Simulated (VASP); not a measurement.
# Se (P3_221) in VASP: a series of runs, part 2 of 3

VASP 6.6.1. The steps go on from the part before.

## 3. Relaxation of cell and atoms, r2SCAN

This run uses another cell than the first one, of 27.10 Å³/atom, 0.933 times its volume.

File POSCAR:

```
Se
1.0
    4.3551696776      0.0000000000      0.0000000000
   -2.1775848388      3.7716875786      0.0000000000
    0.0000000000      0.0000000000      4.9494500000
Se
3
Direct
    0.2170000000      0.0000000000      0.1666666667
    0.0000000000      0.2170000000      0.8333333333
    0.7830000000      0.7830000000      0.5000000000
```

File INCAR.step1:

```
SYSTEM = Se
  ALGO = Normal
  EDIFF = 1E-4
  ENCUT = 600
  GGA = PE
  ISMEAR = 0
  LASPH = .TRUE.
  LCHARG = .FALSE.
  LREAL = .FALSE.
  LWAVE = .TRUE.
  NELM = 100
  PREC = Accurate
  SIGMA = 0.1
```

File INCAR.step2:

```
SYSTEM = Se
  ALGO = Normal
  EDIFF = 1E-6
  EDIFFG = -0.05
  ENCUT = 600
  IBRION = 2
  ISIF = 3
  ISMEAR = 0
  ISTART = 1
  LASPH = .TRUE.
  LCHARG = .FALSE.
  LMIXTAU = .TRUE.
  LREAL = .FALSE.
  LWAVE = .FALSE.
  METAGGA = R2SCAN
  NELM = 100
  NSW = 100
  PREC = Accurate
  SIGMA = 0.1
```

File KPOINTS:

```
k-points
0
G
  6 6 4
  0 0 0
```

Potentials or basis: VASP PAW PBE potentials, release 64 (Se).

Started as:

```sh
$ cat potpaw_PBE.64/Se/POTCAR > POTCAR
$ cp INCAR.step1 INCAR
$ mpirun -np 1 vasp_std > vasp.out
$ cp INCAR.step2 INCAR
$ mpirun -np 1 vasp_std > vasp.out
```

OUTCAR:

```text
SYSTEM = Se
   EDIFF = 1E-6
   EDIFFG = -0.05
   ENCUT = 600
   IBRION = 2
   ISIF = 3
   ISMEAR = 0
   ISTART = 1
   LASPH = .TRUE.
   LREAL = .FALSE.
   METAGGA = R2SCAN
   NELM = 100
   NSW = 100
   PREC = Accurate

 ion  position               nearest neighbor table
   1  0.217  0.000  0.167-   3 2.32   2 2.32
   2  0.000  0.217  0.833-   3 2.32   1 2.32
   3  0.783  0.783  0.500-   1 2.32   2 2.32

  LATTYP: Found a hexagonal cell.
 ALAT       =     4.3551696776
 C/A-ratio  =     1.1364539998

  Lattice vectors:

 A1 = (   4.3551696776,   0.0000000000,   0.0000000000)
 A2 = (  -2.1775848388,   3.7716875786,   0.0000000000)
 A3 = (   0.0000000000,   0.0000000000,   4.9494500000)

Analysis of symmetry for initial positions (statically):
=====================================================================
 Subroutine PRICEL returns:
 Original cell was already a primitive cell.

 Routine SETGRP: Setting up the symmetry group for a
 hexagonal supercell.

 Subroutine GETGRP returns: Found  6 space group operations
 (whereof  2 operations were pure point group operations)
 out of a pool of 24 trial point group operations.

The static configuration has the point symmetry C_2 .
 The point group associated with its full space group is D_3 .

Analysis of symmetry for dynamics (positions and initial velocities):
=====================================================================
 Subroutine PRICEL returns:
 Original cell was already a primitive cell.

 Routine SETGRP: Setting up the symmetry group for a
 hexagonal supercell.

 Subroutine GETGRP returns: Found  6 space group operations
 (whereof  2 operations were pure point group operations)
 out of a pool of 24 trial point group operations.

The dynamic configuration has the point symmetry C_2 .
 The point group associated with its full space group is D_3 .

 Subroutine INISYM returns: Found  6 space group operations
 (whereof  2 operations are pure point group operations),
 and found     1 'primitive' translations

----------------------------------------------------------------------------------------

                                     Primitive cell

  volume of cell :      81.3013

  direct lattice vectors                    reciprocal lattice vectors
     4.355169678  0.000000000  0.000000000     0.229612179  0.132566653  0.000000000
    -2.177584839  3.771687579  0.000000000     0.000000000  0.265133307  0.000000000
     0.000000000  0.000000000  4.949450000     0.000000000  0.000000000  0.202042651

  length of vectors
     4.355169678  4.355169678  4.949450000     0.265133307  0.265133307  0.202042651

  position of ions in fractional coordinates (direct lattice)
     0.217000000  0.000000000  0.166666667
     0.000000000  0.217000000  0.833333333
     0.783000000  0.783000000  0.500000000

  ion indices of the primitive-cell ions
   primitive index   ion index
                 1           1
                 2           2
                 3           3

----------------------------------------------------------------------------------------

 KPOINTS: k-points

Automatic generation of k-mesh.
 Grid dimensions read from file:
 generate k-points for:    6    6    4

 Generating k-lattice:

  Cartesian coordinates                     Fractional coordinates (reciprocal lattice)
     0.038268697  0.022094442  0.000000000     0.166666667  0.000000000  0.000000000
     0.000000000  0.044188884  0.000000000     0.000000000  0.166666667  0.000000000
     0.000000000  0.000000000  0.050510663     0.000000000  0.000000000  0.250000000

  Length of vectors
     0.044188884  0.044188884  0.050510663

  Shift w.r.t. Gamma in fractional coordinates (k-lattice)
     0.000000000  0.000000000  0.000000000

 Subroutine IBZKPT returns following result:
 ===========================================

 Found     24 irreducible k-points:

 Following reciprocal coordinates:
            Coordinates               Weight
  0.000000  0.000000  0.000000      1.000000
  0.166667 -0.000000  0.000000      6.000000
  0.333333 -0.000000  0.000000      6.000000
  0.500000 -0.000000  0.000000      3.000000
  0.166667  0.166667  0.000000      6.000000
  0.333333  0.166667  0.000000     12.000000
[... 16 lines left out ...]
  0.333333  0.166667  0.500000     12.000000
  0.333333  0.333333  0.500000      2.000000
   k-points           NKPTS =     24   k-points in BZ     NKDIM =     24   number of bands    NBANDS=     13
   number of dos      NEDOS =    301   number of ions     NIONS =      3
   total plane-waves  NPLWV =  51840
   dimension x,y,z NGX =    36 NGY =   36 NGZ =   40
   dimension x,y,z NGXF=    72 NGYF=   72 NGZF=   80
   ions per type =               3
   NGX,Y,Z   is equivalent  to a cutoff of  13.74, 13.74, 13.44 a.u.
   NGXF,Y,Z  is equivalent  to a cutoff of  27.48, 27.48, 26.87 a.u.
 SYSTEM =  Se
   PREC   = accura    normal or accurate (medium, high low for compatibility)
   ISTART =      1    job   : 0-new  1-cont  2-samecut
   ICHARG =      0    charge: 1-file 2-atom 10-const
   ISPIN  =      1    spin polarized calculation?
   LNONCOLLINEAR =      F non collinear calculations
   LSORBIT =      F    spin-orbit coupling
   LASPH  =      T    aspherical Exc in radial PAW
   ENCUT  =  600.0 eV  44.10 Ry    6.64 a.u.   8.70  8.70  9.89*2*pi/ulx,y,z
   NELM   =    100;   NELMIN=  2; NELMDL=  0     # of ELM steps
   EDIFF  = 0.1E-05   stopping-criterion for ELM
   LREAL  =      F    real-space projection
   EDIFFG = -.5E-01   stopping-criterion for IOM
   NSW    =    100    number of steps for IOM
   IBRION =      2    ionic relax: 0-MD 1-quasi-New 2-CG
   NFREE  =      1    steps in history (QN), initial steepest desc. (CG)
   ISIF   =      3    stress and relaxation
   ISYM   =      2    0-nonsym 1-usesym 2-fastsym
   POTIM  = 0.5000    time-step for ionic-motion
   TEBEG  =    0.0;   TEEND  =   0.0 temperature during run
   PSTRESS=    0.0 pullay stress
   NELECT =      18.0000    total number of electrons
   NUPDOWN=      -1.0000    fix difference up-down
   EMIN   =  10.00;   EMAX   =-10.00  energy-range for DOS
   EFERMI =   0.00;   METHOD = LEGACY
   ISMEAR =     0;   SIGMA  =   0.10  broadening in eV -4-tet -1-fermi 0-gaus
   EFERMI_NEDOS =   21; number of points for ismear=-14 and -15
   IALGO  =     38    algorithm
   IMIX   =      4    mixing-type and parameters
     AMIX     =   0.40;   BMIX     =  1.00
     AMIX_MAG =   1.60;   BMIX_MAG =  1.00
  volume/ion in A,a.u.               =      27.10       182.88
  Fermi-wavevector in a.u.,A,eV,Ry     =   0.990375  1.871538 13.345180  0.980843
  Thomas-Fermi vector in A             =   2.122041
   LORBIT       =      0    0 simple, 1 ext, 2 COOP (PROOUT), +10 PAW based schemes
   METAGGA = R2SCAN    functional components
   LHFCALC =     F    Hartree Fock is set to
   AEXX    =    0.0000 exact exchange contribution
   IVDW    =     0    specifies the selected vdW correction
   LEPSILON=     F    determine dielectric tensor
   LRPA    =     F    only Hartree local field effects (RPA)
 conjugate gradient relaxation of ions
 non-spin polarized calculation
 Gauss-broadening in eV      SIGMA  =   0.10
  energy-cutoff  :      600.00
  volume of cell :       81.30
 maximum number of plane-waves:      2756
 NGX is ok and might be reduce to    36
   NGX = 17   NGY = 17   NGZ = 19

--------------------------------------- Ionic step        1  -------------------------------------------

 number of electron      17.9999999 magnetization

 Free energy of the ion-electron system (eV)
  ---------------------------------------------------
  ext. energy  EPLUGINS =         0.00000000
  ---------------------------------------------------
  free energy    TOTEN  =       -42.85873999 eV

  energy without entropy =      -42.85873999  energy(sigma->0) =      -42.85873999

------------------------ aborting loop because EDIFF is reached ----------------------------------------

  FORCE on cell =-STRESS in cart. coord.  units (eV):
  Direction    XX          YY          ZZ          XY          YZ          ZX
  --------------------------------------------------------------------------------------
  -------------------------------------------------------------------------------------
  Total        1.7475799      1.7475799      2.6239645     -0.0000000      0.0000000      0.0000000
  in kB       34.4389484     34.4389484     51.7095554     -0.0000000      0.0000000      0.0000000
  external PRESSURE =      40.1958174 kB  Pullay stress =       0.0000000 kB
[... 96 lines left out ...]
  energy  without entropy=      -42.9242965481  energy(sigma->0) =      -42.92429655

--------------------------------------- Ionic step        4  -------------------------------------------

 number of electron      17.9999998 magnetization

 Free energy of the ion-electron system (eV)
  ---------------------------------------------------
  ext. energy  EPLUGINS =         0.00000000
  ---------------------------------------------------
  free energy    TOTEN  =       -42.92431015 eV

  energy without entropy =      -42.92431015  energy(sigma->0) =      -42.92431015

 E-fermi :   2.4829     XC(G=0):  -9.0972

 val. band max:        2.0292456567   @ k =   0.5000  -0.0000   0.5000
 cond. band min:       3.1819981567   @ k =   0.3333   0.3333   0.5000
 fundamental gap:      1.1527525000
 Fermi energy:         2.4828997928

 k-point     1 :       0.0000    0.0000    0.0000
  band No.  band energies     occupation
      1     -14.2551      2.00000
      2     -10.0584      2.00000
      3     -10.0584      2.00000
      4      -1.8923      2.00000
      5      -1.8923      2.00000
      6      -1.6383      2.00000
      7      -0.0098      2.00000
      8      -0.0098      2.00000
      9       1.6301      2.00000
     10       4.1646      0.00000
     11       4.1646      0.00000
     12       4.5816      0.00000
     13       8.6580      0.00000
[... 396 lines left out ...]
  FREE ENERGIE OF THE ION-ELECTRON SYSTEM (eV)
  ---------------------------------------------------
  free  energy   TOTEN  =       -42.9243101549 eV

  energy  without entropy=      -42.9243101549  energy(sigma->0) =      -42.92431015

 reached required accuracy - stopping structural energy minimisation
```

It took 3 min on 1 thread of AMD EPYC 9R45 (Zen 5), shared host; peak memory 0.22 GiB.

Results:

```
Free energy                            : -42.9243 eV
Relaxed volume                         : 28.29 Å³/atom
Relaxed cell                           : a = 4.409 Å, b = 4.409 Å, c = 5.041 Å, α = 90.00°, β = 90.00°, γ = 120.00°
Space group after relaxing (to 0.05 Å) : P3_221 (No. 154)
Energy gained by relaxing              : 21.9 meV/atom
Ionic steps                            : 4
Pressure after relaxing                : 0.1 GPa
Largest force after relaxing           : 0.005 eV/Å
Band gap on the k mesh                 : 1.15 eV, indirect (least direct gap 1.36 eV)
```

Forces on the atoms (eV/Å):
```
Se  -0.005  0.000  0.000
Se   0.003 -0.005  0.000
Se   0.003  0.005  0.000
```

Stress tensor (GPa, compression positive):
```
 0.24  0.00  0.00
 0.00  0.24  0.00
 0.00  0.00 -0.24
```

The path:
```
step  energy change (eV)  largest force (eV/Å)  pressure (GPa)  volume (Å³)
   1              0.0000                0.8156            4.02        81.30
   2              0.0215                0.7881           -3.64        89.56
   3             -0.0656                0.0202            0.01        84.94
   4             -0.0656                0.0055            0.08        84.86
```

Final structure:
```
CELL_PARAMETERS angstrom
4.40889 0.00000 0.00000
-2.20444 3.81821 0.00000
0.00000 0.00000 5.04111
ATOMIC_POSITIONS crystal
Se 0.22110 0.00000 0.16667
Se 0.00000 0.22110 0.83333
Se 0.77890 0.77890 0.50000
```

Caveat: the PAW data sets were made with another functional, which shifts forces and pressure a little; the relaxation stopped at a loose force limit of 0.05 eV/Å, so its end isn't a converged minimum. Zero-point motion and thermal expansion aren't in these numbers.

## 4. Single point, r2SCAN

This run uses another cell than the first one, of 29.17 Å³/atom, 1.005 times its volume.

File POSCAR:

```
Se
1.0
    4.4968862917      0.0000000000      0.0000000000
   -2.2484431459      3.8944177665      0.0000000000
    0.0000000000      0.0000000000      4.9961923570
Se
3
Direct
    0.2174132783      0.0000000000      0.1666666667
    0.0000000000      0.2174132783      0.8333333333
    0.7825867217      0.7825867217      0.5000000000
```

File INCAR.step1:

```
ALGO     = Normal         # electronic algorithm
EDIFF    = 1E-4           # SCF threshold, eV
ENCUT    = 520            # plane-wave cutoff, eV
GGA      = PE             # functional
ISMEAR   = 0              # smearing method
LASPH    = True           # aspherical terms in the spheres
LCHARG   = False          # write CHGCAR
LREAL    = False          # projectors in reciprocal space
LWAVE    = True           # write WAVECAR
NBANDS   = 16             # bands
NELM     = 100            # most SCF steps
PREC     = Accurate       # precision mode
SIGMA    = 0.02           # smearing width, eV
```

File INCAR.step2:

```
ALGO     = Normal         # electronic algorithm
EDIFF    = 1E-6           # SCF threshold, eV
ENCUT    = 520            # plane-wave cutoff, eV
ISIF     = 2              # what is computed and relaxed
ISMEAR   = 0              # smearing method
ISTART   = 1            
LASPH    = True           # aspherical terms in the spheres
LCHARG   = False          # write CHGCAR
LMIXTAU  = True         
LREAL    = False          # projectors in reciprocal space
LWAVE    = False          # write WAVECAR
METAGGA  = R2SCAN         # meta-GGA
NBANDS   = 16             # bands
NELM     = 100            # most SCF steps
PREC     = Accurate       # precision mode
SIGMA    = 0.02           # smearing width, eV
```

File KPOINTS:

```
k-points
0
Gamma
  9 9 6
```

Potentials or basis: VASP PAW PBE potentials, release 64 (Se).

Started as:

```sh
$ cat potpaw_PBE.64/Se/POTCAR > POTCAR
$ cp INCAR.step1 INCAR
$ mpirun -np 1 vasp_std > vasp.out
$ cp INCAR.step2 INCAR
$ mpirun -np 1 vasp_std > vasp.out
```

OUTCAR:

```text
EDIFF = 1E-6
   ENCUT = 520
   ISIF = 2
   ISMEAR = 0
   ISTART = 1
   LASPH = True
   LREAL = False
   METAGGA = R2SCAN
   NELM = 100
   PREC = Accurate

 ion  position               nearest neighbor table
   1  0.217  0.000  0.167-   3 2.38   2 2.38
   2  0.000  0.217  0.833-   3 2.38   1 2.38
   3  0.783  0.783  0.500-   2 2.38   1 2.38

  LATTYP: Found a hexagonal cell.
 ALAT       =     4.4968862917
[... 653 lines left out ...]

  FORCE on cell =-STRESS in cart. coord.  units (eV):
  Direction    XX          YY          ZZ          XY          YZ          ZX
  --------------------------------------------------------------------------------------
  -------------------------------------------------------------------------------------
  Total        0.0054745      0.0054745     -0.0357303     -0.0000000     -0.0000000      0.0000000
  in kB        0.1002449      0.1002449     -0.6542655     -0.0000000     -0.0000000      0.0000000
  external PRESSURE =      -0.1512586 kB  Pullay stress =       0.0000000 kB

 VOLUME and BASIS-vectors are now :
 -----------------------------------------------------------------------------
  energy-cutoff  :      520.00
  volume of cell :       87.50
      direct lattice vectors                 reciprocal lattice vectors
     4.496886292  0.000000000  0.000000000     0.222376092  0.128388897  0.000000000
    -2.248443146  3.894417767  0.000000000     0.000000000  0.256777793  0.000000000
     0.000000000  0.000000000  4.996192357     0.000000000  0.000000000  0.200152422

 POSITION                                       TOTAL-FORCE (eV/Angst)
 -----------------------------------------------------------------------------------
      0.97768      0.00000      0.83270         0.002573      0.000000     -0.000000
     -0.48884      0.84670      4.16349        -0.001286      0.002228      0.000000
      1.75960      3.04772      2.49810        -0.001286     -0.002228      0.000000
 -----------------------------------------------------------------------------------
    total drift:                                0.000000      0.000001     -0.000000

  FREE ENERGIE OF THE ION-ELECTRON SYSTEM (eV)
  ---------------------------------------------------
  free  energy   TOTEN  =       -42.9281918329 eV

  energy  without entropy=      -42.9281918329  energy(sigma->0) =      -42.92819183
```

OUTCAR.step1:

```text
EDIFF = 1E-4
   ENCUT = 520
   GGA = PE
   ISMEAR = 0
[... 685 lines left out ...]
      0.97768      0.00000      0.83270         0.347857      0.000000      0.000000
     -0.48884      0.84670      4.16349        -0.173928      0.301253     -0.000000
      1.75960      3.04772      2.49810        -0.173928     -0.301253     -0.000000
 -----------------------------------------------------------------------------------
    total drift:                                0.000000      0.000001     -0.000000

  FREE ENERGIE OF THE ION-ELECTRON SYSTEM (eV)
  ---------------------------------------------------
  free  energy   TOTEN  =       -10.4970641626 eV

  energy  without entropy=      -10.4970641626  energy(sigma->0) =      -10.49706416
```

It took 2.9 min on 1 thread of AMD EPYC 9R45 (Zen 5), shared host; peak memory 0.23 GiB.

What came out:

| Item | Value |
| --- | --- |
| Free energy | -42.9282 eV |
| Pressure | 0.0 GPa |
| Band gap on the k mesh | 1.31 eV, indirect (least direct gap 1.56 eV) |

Forces on the atoms (eV/Å):
```
Se   0.003  0.000  0.000
Se  -0.001  0.002  0.000
Se  -0.001 -0.002  0.000
```

Levels at points of the mesh, in eV from the valence-band top:
```tsv
k point	band 6	band 7	band 8	band 9	band 10	band 11	band 12	band 13
(0.00, 0.00, 0.00)	-3.64	-2.05	-2.05	-0.38	2.26	2.26	2.59	6.49
(0.00, 0.00, 0.50)	-3.46	-1.43	-1.43	-1.07	1.56	1.66	1.66	7.00
```

Caveat: the PAW data sets were made with another functional, which shifts forces and pressure a little. r2SCAN opens gaps a little over a GGA but as a rule still falls short of measured ones.

[end of part 2 of 3]
